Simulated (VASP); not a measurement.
# SnSe2 (P1) in VASP: a series of runs

The runs below take SnSe2 through single point, with PBE.

All numbers are computed with VASP 6.6.1; they aren't measurements. Logs are shortened: lines on timing, memory, paths and dates and some standing lists are left out, and cuts for length are marked.

### 1 The cell of the first run

The typed cell holds 3 atoms: a = 3.811 Å, b = 3.811 Å, c = 6.137 Å, α = 90.00°, β = 90.00°, γ = 120.00°.

### 2 Single point, PBE (atom 2 (Se) moved by (-0.225, +0.450) A along x and y)

Input file INCAR:

```
SYSTEM = SnSe2
PREC = Accurate
ENCUT = 520
EDIFF = 1E-6
ISMEAR = 0
SIGMA = 0.05
LREAL = .FALSE.
LASPH = .TRUE.
NELM = 80
ALGO = Normal
ISIF = 2
LWAVE = .FALSE.
LCHARG = .TRUE.
GGA = PE
LELF = .TRUE.
LVHAR = .TRUE.
NBANDS = 20
```

Input file KPOINTS:

```
Automatic mesh
0
G
  12 12 6
  0 0 0
```

Input file POSCAR:

```
SnSe2
1.0
    3.8109987816      0.0000000000      0.0000000000
   -1.9054993908      3.3004217586      0.0000000000
    0.0000000000      0.0000000000      6.1370000000
Sn Se
1 2
Direct
    0.0000000000      0.0000000000      0.0000000000
    0.3424667976      0.8030128772      0.2500000000
    0.6666666667      0.3333333333      0.7500000000
```

Potentials or basis: VASP PAW PBE potentials, release 64 (Sn_d, Se).

Run with:

```sh
cat potpaw_PBE.64/Sn_d/POTCAR potpaw_PBE.64/Se/POTCAR > POTCAR
mpirun -np 1 vasp_std > vasp.out
```

OUTCAR:

```text
SYSTEM = SnSe2
   PREC = Accurate
   ENCUT = 520
   EDIFF = 1E-6
   ISMEAR = 0
   LREAL = .FALSE.
   LASPH = .TRUE.
   NELM = 80
   ISIF = 2
   GGA = PE

 ion  position               nearest neighbor table
   1  0.000  0.000  0.000-   2 2.37   3 2.68   3 2.68   3 2.68   2 2.70   2 3.07
   2  0.342  0.803  0.250-   1 2.37   1 2.70   1 3.07
   3  0.667  0.333  0.750-   1 2.68   1 2.68   1 2.68

  LATTYP: Found a hexagonal cell.
 ALAT       =     3.8109987816
 C/A-ratio  =     1.6103390087

  Lattice vectors:

 A1 = (   3.8109987816,   0.0000000000,   0.0000000000)
 A2 = (  -1.9054993908,   3.3004217586,   0.0000000000)
 A3 = (   0.0000000000,   0.0000000000,   6.1370000000)

Analysis of symmetry for initial positions (statically):
=====================================================================
 Subroutine PRICEL returns:
 Original cell was already a primitive cell.

 Routine SETGRP: Setting up the symmetry group for a
 hexagonal supercell.

 Subroutine GETGRP returns: Found  1 space group operations
 (whereof  1 operations were pure point group operations)
 out of a pool of 24 trial point group operations.

The static configuration has the point symmetry C_1 .

Analysis of symmetry for dynamics (positions and initial velocities):
=====================================================================
 Subroutine PRICEL returns:
 Original cell was already a primitive cell.

 Routine SETGRP: Setting up the symmetry group for a
 hexagonal supercell.

 Subroutine GETGRP returns: Found  1 space group operations
 (whereof  1 operations were pure point group operations)
 out of a pool of 24 trial point group operations.

The dynamic configuration has the point symmetry C_1 .

 Subroutine INISYM returns: Found  1 space group operations
 (whereof  1 operations are pure point group operations),
 and found     1 'primitive' translations

----------------------------------------------------------------------------------------

                                     Primitive cell

  volume of cell :      77.1906

  direct lattice vectors                    reciprocal lattice vectors
     3.810998782  0.000000000  0.000000000     0.262398405  0.151495789  0.000000000
    -1.905499391  3.300421759  0.000000000     0.000000000  0.302991579  0.000000000
     0.000000000  0.000000000  6.137000000     0.000000000  0.000000000  0.162946065

  length of vectors
     3.810998782  3.810998782  6.137000000     0.302991579  0.302991579  0.162946065

  position of ions in fractional coordinates (direct lattice)
     0.000000000  0.000000000  0.000000000
     0.342466798  0.803012877  0.250000000
     0.666666667  0.333333333  0.750000000

  ion indices of the primitive-cell ions
   primitive index   ion index
                 1           1
                 2           2
                 3           3

----------------------------------------------------------------------------------------

 KPOINTS: Automatic mesh

Automatic generation of k-mesh.
 Grid dimensions read from file:
 generate k-points for:   12   12    6

 Generating k-lattice:

  Cartesian coordinates                     Fractional coordinates (reciprocal lattice)
     0.021866534  0.012624649  0.000000000     0.083333333 -0.000000000  0.000000000
     0.000000000  0.025249298  0.000000000     0.000000000  0.083333333  0.000000000
     0.000000000  0.000000000  0.027157677     0.000000000  0.000000000  0.166666667

  Length of vectors
     0.025249298  0.025249298  0.027157677

  Shift w.r.t. Gamma in fractional coordinates (k-lattice)
     0.000000000  0.000000000  0.000000000

 Subroutine IBZKPT returns following result:
 ===========================================

 Found    436 irreducible k-points:

 Following reciprocal coordinates:
            Coordinates               Weight
  0.000000  0.000000  0.000000      1.000000
  0.083333  0.000000  0.000000      2.000000
  0.000000  0.083333  0.000000      2.000000
 -0.083333  0.083333  0.000000      2.000000
  0.166667  0.000000  0.000000      2.000000
  0.000000  0.166667  0.000000      2.000000
[... 16 lines left out ...]
  0.166667  0.083333  0.000000      2.000000
 -0.083333  0.250000  0.000000      2.000000
 [... further k-points ...]
   k-points           NKPTS =    436   k-points in BZ     NKDIM =    436   number of bands    NBANDS=     20
   number of dos      NEDOS =    301   number of ions     NIONS =      3
   total plane-waves  NPLWV =  37632
   dimension x,y,z NGX =    28 NGY =   28 NGZ =   48
   dimension x,y,z NGXF=    56 NGYF=   56 NGZF=   96
   ions per type =               1   2
   NGX,Y,Z   is equivalent  to a cutoff of  12.21, 12.21, 13.00 a.u.
   NGXF,Y,Z  is equivalent  to a cutoff of  24.43, 24.43, 26.01 a.u.
 SYSTEM =  SnSe2
   PREC   = accura    normal or accurate (medium, high low for compatibility)
   ISTART =      0    job   : 0-new  1-cont  2-samecut
   ICHARG =      2    charge: 1-file 2-atom 10-const
   ISPIN  =      1    spin polarized calculation?
   LNONCOLLINEAR =      F non collinear calculations
   LSORBIT =      F    spin-orbit coupling
   LASPH  =      T    aspherical Exc in radial PAW
   ENCUT  =  520.0 eV  38.22 Ry    6.18 a.u.   7.09  7.09 11.41*2*pi/ulx,y,z
   NELM   =     80;   NELMIN=  2; NELMDL= -5     # of ELM steps
   EDIFF  = 0.1E-05   stopping-criterion for ELM
   LREAL  =      F    real-space projection
   EDIFFG = 0.1E-04   stopping-criterion for IOM
   NSW    =      0    number of steps for IOM
   IBRION =     -1    ionic relax: 0-MD 1-quasi-New 2-CG
   NFREE  =      0    steps in history (QN), initial steepest desc. (CG)
   ISIF   =      2    stress and relaxation
   ISYM   =      2    0-nonsym 1-usesym 2-fastsym
   POTIM  = 0.5000    time-step for ionic-motion
   TEBEG  =    0.0;   TEEND  =   0.0 temperature during run
   PSTRESS=    0.0 pullay stress
   NELECT =      26.0000    total number of electrons
   NUPDOWN=      -1.0000    fix difference up-down
   EMIN   =  10.00;   EMAX   =-10.00  energy-range for DOS
   EFERMI =   0.00;   METHOD = LEGACY
   ISMEAR =     0;   SIGMA  =   0.05  broadening in eV -4-tet -1-fermi 0-gaus
   EFERMI_NEDOS =   21; number of points for ismear=-14 and -15
   IALGO  =     38    algorithm
   IMIX   =      4    mixing-type and parameters
     AMIX     =   0.40;   BMIX     =  1.00
     AMIX_MAG =   1.60;   BMIX_MAG =  1.00
  volume/ion in A,a.u.               =      25.73       173.64
  Fermi-wavevector in a.u.,A,eV,Ry     =   1.139054  2.152501 17.652812  1.297445
  Thomas-Fermi vector in A             =   2.275758
   LORBIT       =      0    0 simple, 1 ext, 2 COOP (PROOUT), +10 PAW based schemes
   GGA     = PE    functional components
   LHFCALC =     F    Hartree Fock is set to
   AEXX    =    0.0000 exact exchange contribution
   IVDW    =     0    specifies the selected vdW correction
   LEPSILON=     F    determine dielectric tensor
   LRPA    =     F    only Hartree local field effects (RPA)
 non-spin polarized calculation
 Gauss-broadening in eV      SIGMA  =   0.05
  energy-cutoff  :      520.00
  volume of cell :       77.19
 maximum number of plane-waves:      2109
   NGX = 15   NGY = 15   NGZ = 23

 number of electron      26.0000005 magnetization

 Free energy of the ion-electron system (eV)
  ---------------------------------------------------
  ext. energy  EPLUGINS =         0.00000000
  ---------------------------------------------------
  free energy    TOTEN  =       -11.25277094 eV

  energy without entropy =      -11.25272064  energy(sigma->0) =      -11.25274579

 E-fermi :   4.5107     XC(G=0):  -9.4436

 val. band max:        4.4805173220   @ k =   0.0000   0.0000   0.0000
 cond. band min:       4.5389831624   @ k =   0.0000   0.5000   0.5000
 fundamental gap:      0.0584658404
 Fermi energy:         4.5107115725

 k-point     1 :       0.0000    0.0000    0.0000
  band No.  band energies     occupation
      1     -17.2547      2.00000
      2     -17.1891      2.00000
      3     -17.1560      2.00000
      4     -17.1434      2.00000
      5     -17.1376      2.00000
      6      -9.9182      2.00000
[... 12 lines left out ...]
     19      12.8699      0.00000
     20      13.4540      0.00000

 k-point     2 :       0.0833    0.0000    0.0000
  band No.  band energies     occupation
      1     -17.2544      2.00000
      2     -17.1914      2.00000
      3     -17.1549      2.00000
      4     -17.1436      2.00000
      5     -17.1364      2.00000
      6      -9.8485      2.00000
[... 12 lines left out ...]
     19      12.4459      0.00000
     20      13.2069      0.00000

 k-point     3 :       0.0000    0.0833    0.0000
  band No.  band energies     occupation
      1     -17.2558      2.00000
      2     -17.1886      2.00000
      3     -17.1555      2.00000
      4     -17.1425      2.00000
      5     -17.1382      2.00000
      6      -9.8502      2.00000
[... 12 lines left out ...]
     19      12.8878      0.00000
     20      13.0887      0.00000

 k-point     4 :      -0.0833    0.0833    0.0000
  band No.  band energies     occupation
      1     -17.2584      2.00000
      2     -17.1869      2.00000
      3     -17.1560      2.00000
      4     -17.1433      2.00000
      5     -17.1361      2.00000
      6      -9.8509      2.00000
[... 12 lines left out ...]
     19      12.4464      0.00000
     20      13.2964      0.00000

 k-point     5 :       0.1667    0.0000    0.0000
  band No.  band energies     occupation
      1     -17.2551      2.00000
      2     -17.1973      2.00000
      3     -17.1534      2.00000
      4     -17.1443      2.00000
      5     -17.1305      2.00000
      6      -9.6438      2.00000
[... 12 lines left out ...]
     19      12.4044      0.00000
     20      13.0826      0.00000

 k-point     6 :       0.0000    0.1667    0.0000
  band No.  band energies     occupation
      1     -17.2597      2.00000
      2     -17.1882      2.00000
      3     -17.1545      2.00000
      4     -17.1406      2.00000
      5     -17.1371      2.00000
      6      -9.6507      2.00000
[... 12 lines left out ...]
     19      12.6499      0.00000
     20      13.1735      0.00000

 k-point     7 :      -0.1667    0.1667    0.0000
  band No.  band energies     occupation
      1     -17.2691      2.00000
      2     -17.1812      2.00000
      3     -17.1578      2.00000
      4     -17.1422      2.00000
      5     -17.1303      2.00000
      6      -9.6538      2.00000
[... 12 lines left out ...]
     19      12.1176      0.00000
     20      13.3806      0.00000
[... 277 lines left out ...]
 k-point    20 :       0.0833    0.0833    0.0000
  band No.  band energies     occupation
      1     -17.2530      2.00000
      2     -17.1949      2.00000
      3     -17.1541      2.00000
      4     -17.1412      2.00000
      5     -17.1372      2.00000
      6      -9.7122      2.00000
[... 12 lines left out ...]
     19      12.3732      0.00000
     20      13.2346      0.00000

 k-point    21 :      -0.0833    0.1667    0.0000
  band No.  band energies     occupation
      1     -17.2638      2.00000
      2     -17.1830      2.00000
      3     -17.1564      2.00000
      4     -17.1405      2.00000
      5     -17.1367      2.00000
      6      -9.7194      2.00000
[... 12 lines left out ...]
     19      12.3524      0.00000
     20      13.2714      0.00000

 k-point    22 :      -0.1667    0.0833    0.0000
  band No.  band energies     occupation
      1     -17.2615      2.00000
      2     -17.1892      2.00000
      3     -17.1547      2.00000
      4     -17.1454      2.00000
      5     -17.1300      2.00000
      6      -9.7145      2.00000
[... 12 lines left out ...]
     19      12.1648      0.00000
     20      13.1976      0.00000

 k-point    23 :       0.1667    0.0833    0.0000
  band No.  band energies     occupation
      1     -17.2520      2.00000
      2     -17.2040      2.00000
      3     -17.1551      2.00000
      4     -17.1382      2.00000
      5     -17.1310      2.00000
      6      -9.4461      2.00000
[... 12 lines left out ...]
     19      12.3352      0.00000
     20      13.5308      0.00000

 k-point    24 :      -0.0833    0.2500    0.0000
  band No.  band energies     occupation
      1     -17.2705      2.00000
      2     -17.1824      2.00000
      3     -17.1562      2.00000
      4     -17.1371      2.00000
      5     -17.1337      2.00000
      6      -9.4641      2.00000
[... 12 lines left out ...]
     19      12.0548      0.00000
     20      13.4196      0.00000

 [... further k-points ...]

------------------------ aborting loop because EDIFF is reached ----------------------------------------

  FORCE on cell =-STRESS in cart. coord.  units (eV):
  Direction    XX          YY          ZZ          XY          YZ          ZX
  --------------------------------------------------------------------------------------
  -------------------------------------------------------------------------------------
  Total        4.0744659      2.5725829      5.8406127     -0.4787173     -2.1504797      2.6869016
  in kB       84.5701091     53.3968444    121.2284673     -9.9363153    -44.6356190     55.7696567
  external PRESSURE =      86.3984736 kB  Pullay stress =       0.0000000 kB

 VOLUME and BASIS-vectors are now :
 -----------------------------------------------------------------------------
  energy-cutoff  :      520.00
  volume of cell :       77.19
      direct lattice vectors                 reciprocal lattice vectors
     3.810998782  0.000000000  0.000000000     0.262398405  0.151495789  0.000000000
    -1.905499391  3.300421759  0.000000000     0.000000000  0.302991579  0.000000000
     0.000000000  0.000000000  6.137000000     0.000000000  0.000000000  0.162946065

 POSITION                                       TOTAL-FORCE (eV/Angst)
 -----------------------------------------------------------------------------------
      0.00000      0.00000      0.00000        -1.857521      0.858027     -1.472142
     -0.22500      2.65028      1.53425         1.852325     -1.292789      2.237743
      1.90550      1.10014      4.60275         0.005197      0.434762     -0.765601
 -----------------------------------------------------------------------------------
    total drift:                                0.000027      0.000070     -0.000034

  FREE ENERGIE OF THE ION-ELECTRON SYSTEM (eV)
  ---------------------------------------------------
  free  energy   TOTEN  =       -11.2527709371 eV

  energy  without entropy=      -11.2527206384  energy(sigma->0) =      -11.25274579
```

It took 8.9 min on 1 thread of Intel Xeon 8259CL, shared host; peak memory 0.7 GiB.

What came out:

```yaml
Free_energy: -11.2528 eV
Pressure: 8.6 GPa
Largest_force: 3.180 eV/Å
Band_gap_on_the_k_mesh: 0.06 eV (least direct gap 0.70 eV)
```

Forces on the atoms (eV/Å):
```
Sn  -1.858  0.858 -1.472
Se   1.852 -1.293  2.238
Se   0.005  0.435 -0.766
```

Levels at points of the mesh, in eV from the valence-band top:
| k point | band 10 | band 11 | band 12 | band 13 | band 14 | band 15 | band 16 | band 17 |
| --- | --- | --- | --- | --- | --- | --- | --- | --- |
| (0.00, 0.00, 0.00) | -1.02 | -0.61 | -0.29 | 0.00 | 0.70 | 2.59 | 3.75 | 5.40 |
| (0.50, 0.00, 0.00) | -3.55 | -2.55 | -1.42 | -0.94 | 1.19 | 2.91 | 5.07 | 6.23 |
| (0.00, 0.50, 0.00) | -3.25 | -2.60 | -2.23 | -0.85 | 0.84 | 3.27 | 5.38 | 5.88 |
| (0.50, 0.50, 0.00) | -3.74 | -2.76 | -0.69 | -0.60 | 0.78 | 3.28 | 4.40 | 5.66 |
| (0.00, 0.00, 0.50) | -1.62 | -0.90 | -0.57 | -0.16 | 1.94 | 2.59 | 3.66 | 5.13 |
| (0.50, 0.00, 0.50) | -2.95 | -2.13 | -1.42 | -0.63 | 0.75 | 3.13 | 4.50 | 5.21 |
| (0.00, 0.50, 0.50) | -3.09 | -1.86 | -1.22 | -0.79 | 0.06 | 3.06 | 4.02 | 5.76 |
| (0.50, 0.50, 0.50) | -2.92 | -2.49 | -1.57 | -0.78 | 1.20 | 4.07 | 4.90 | 5.18 |

Caveat: the cell differs from its parent crystal (atom 2 (Se) moved by (-0.225, +0.450) A along x and y); the stress differs along the axes, from 5 to 12 GPa; semilocal functionals underestimate gaps, and a narrow one can read as zero; spin-orbit coupling is left out, which moves the levels of the heavy elements; forces of over 1 eV/Å act on the atoms, so gaps and moduli don't describe the material at rest. A k mesh can miss the band edges.

### 3 Single point, PBE (atom 2 (Se) moved by (-0.450, +0.000) A along x and y)

Input file INCAR:

```
SYSTEM = SnSe2
ALGO = Normal
EDIFF = 1E-6
ENCUT = 520
GGA = PE
ISIF = 2
ISMEAR = 0
LASPH = .TRUE.
LCHARG = .FALSE.
LREAL = .FALSE.
LWAVE = .FALSE.
NBANDS = 20
NELM = 60
PREC = Accurate
SIGMA = 0.05
```

Input file KPOINTS:

```
k-points
0
G
  12 12 6
  0 0 0
```

Edit POSCAR of step 2 so:

```diff
@@ -9,3 +9,3 @@
     0.0000000000      0.0000000000      0.0000000000
-    0.3424667976      0.8030128772      0.2500000000
+    0.2152540513      0.6666666667      0.2500000000
     0.6666666667      0.3333333333      0.7500000000
```

Potentials or basis: VASP PAW PBE potentials, release 64 (Sn_d, Se).

Run with:

```sh
cat potpaw_PBE.64/Sn_d/POTCAR potpaw_PBE.64/Se/POTCAR > POTCAR
mpirun -np 1 vasp_std > vasp.out
```

Wall time 12 min (1 thread of Intel Xeon Platinum 8488C (Sapphire Rapids), shared host); peak memory 0.69 GiB.

The run converged. Its results:

```yaml
Free_energy: -11.3292 eV
Pressure: 8.1 GPa
Largest_force: 2.926 eV/Å
Band_gap_on_the_k_mesh: 0.15 eV (least direct gap 0.77 eV)
```

Forces on the atoms (eV/Å):
```
Sn  -1.613  1.043 -1.255
Se   1.939 -0.881  2.007
Se  -0.326 -0.163 -0.752
```

Stress tensor (GPa, compression positive):
```
 6.83 -1.69  6.24
-1.69  6.40 -2.44
 6.24 -2.44 11.19
```

Levels at points of the mesh, in eV from the valence-band top:
```tsv
k point	band 9	band 10	band 11	band 12	band 13	band 14	band 15	band 16	band 17	band 18
(0.00, 0.00, 0.00)	-1.67	-0.94	-0.57	-0.25	0.00	0.77	2.63	3.81	5.38	7.62
(0.50, 0.00, 0.00)	-4.78	-3.17	-2.60	-2.10	-0.78	0.92	3.32	5.46	5.89	6.25
(0.00, 0.50, 0.00)	-4.79	-3.44	-2.55	-1.43	-0.85	1.19	3.03	5.16	6.14	7.06
(0.50, 0.50, 0.00)	-4.67	-3.64	-2.74	-0.69	-0.52	0.82	3.39	4.52	5.56	7.87
(0.00, 0.00, 0.50)	-2.46	-1.52	-0.84	-0.51	-0.16	2.02	2.64	3.70	5.10	7.86
(0.50, 0.00, 0.50)	-5.22	-3.00	-1.84	-1.17	-0.73	0.15	3.19	4.13	5.76	6.53
(0.00, 0.50, 0.50)	-5.21	-2.89	-2.06	-1.36	-0.61	0.73	3.28	4.50	5.32	7.42
(0.50, 0.50, 0.50)	-5.04	-2.82	-2.46	-1.47	-0.77	1.20	4.21	5.01	5.21	6.62
```

Caveat: the cell differs from its parent crystal (atom 2 (Se) moved by (-0.450, +0.000) A along x and y); the cell stands under pressure; semilocal functionals underestimate gaps, and a narrow one can read as zero; spin-orbit coupling is left out, which moves the levels of the heavy elements; forces of over 1 eV/Å act on the atoms, so gaps and moduli don't describe the material at rest. A k mesh can miss the band edges.
